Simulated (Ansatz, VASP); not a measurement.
**One calculation of Sr, two programs**

File POSCAR:

```
Sr
1.0
   -2.5080500000      2.5080500000      2.2952210387
    2.5080500000     -2.5080500000      2.2952210387
    2.5080500000      2.5080500000     -2.2952210387
Sr
1
Direct
    0.0000000000      0.0000000000      0.0000000000
```

INCAR.step1

```
PREC     = Accurate       # precision mode
ENCUT    = 520            # plane-wave cutoff, eV
ISMEAR   = -1             # smearing method
SIGMA    = 0.3            # smearing width, eV
LREAL    = False          # projectors in reciprocal space
LASPH    = True           # aspherical terms in the spheres
NELM     = 60             # most SCF steps
NBANDS   = 11             # bands
GGA      = PE             # functional
ALGO     = Normal         # electronic algorithm
EDIFF    = 1E-4           # SCF threshold, eV
LWAVE    = True           # write WAVECAR
LCHARG   = False          # write CHGCAR
```

The input INCAR.step2:

```
PREC     = Accurate       # precision mode
ENCUT    = 520            # plane-wave cutoff, eV
EDIFF    = 1E-6           # SCF threshold, eV
ISMEAR   = -1             # smearing method
SIGMA    = 0.3            # smearing width, eV
LREAL    = False          # projectors in reciprocal space
LASPH    = True           # aspherical terms in the spheres
NELM     = 60             # most SCF steps
ALGO     = Normal         # electronic algorithm
ISIF     = 2              # what is computed and relaxed
LWAVE    = False          # write WAVECAR
LCHARG   = False          # write CHGCAR
METAGGA  = R2SCAN         # meta-GGA
LMIXTAU  = True         
NBANDS   = 11             # bands
ISTART   = 1
```

The input KPOINTS:

```
regular mesh
0
Gamma
  10 10 10
```

Input for Ansatz:

```yaml
crystal:
  lattice:
    - [-2.5080500000000003, 2.5080500000000003, 2.2952210387406917]
    - [2.5080500000000003, -2.5080500000000003, 2.2952210387406917]
    - [2.5080500000000003, 2.5080500000000003, -2.2952210387406917]
  atoms:
    - { symbol: Sr, position: [0.0, 0.0, 0.0] }
basis:
  ecutwfc: 630.0
kpoints:
  mp_grid:
    grid: [10, 10, 10]
hamiltonian:
  xc: r2scan
scf:
  n_extra_bands: 2
  convergence:
    dr2_threshold: 1.0e-08
  occupations:
    method: fermi_dirac
    width: 0.3
output:
  stress: true
```

Alike in both runs: task single point; functional r2SCAN; k mesh 10 × 10 × 10; occupations fermi-dirac, width 0.3 eV; no spin polarisation.

|  | VASP | Ansatz |
| --- | --- | --- |
| version | VASP 6.6.1 | Ansatz 0.2.0 |
| potentials or method | VASP PAW PBE potentials, release 64 (Sr_sv), cutoff 520 eV | plane waves, PAW |
| valence electrons in the cell | 10 | 10 |

|  | VASP | Ansatz | Ansatz less VASP |
| --- | --- | --- | --- |
| gap on the k mesh at the Fermi level (eV) | none | none | - |
| pressure (GPa) | -0.2 | -0.2 | -0.02 |
| traceless stress, the component that is largest in VASP (GPa) | 0.37 | 0.37 | -0.002 |

VASP's potentials were made for PBE, not for r2SCAN. A gap of «none» marks a metal or a gap that the smearing closes. With one functional, cell and mesh, what is left measures potentials, basis and numerics. Ansatz's warnings: stress scf threshold loose.
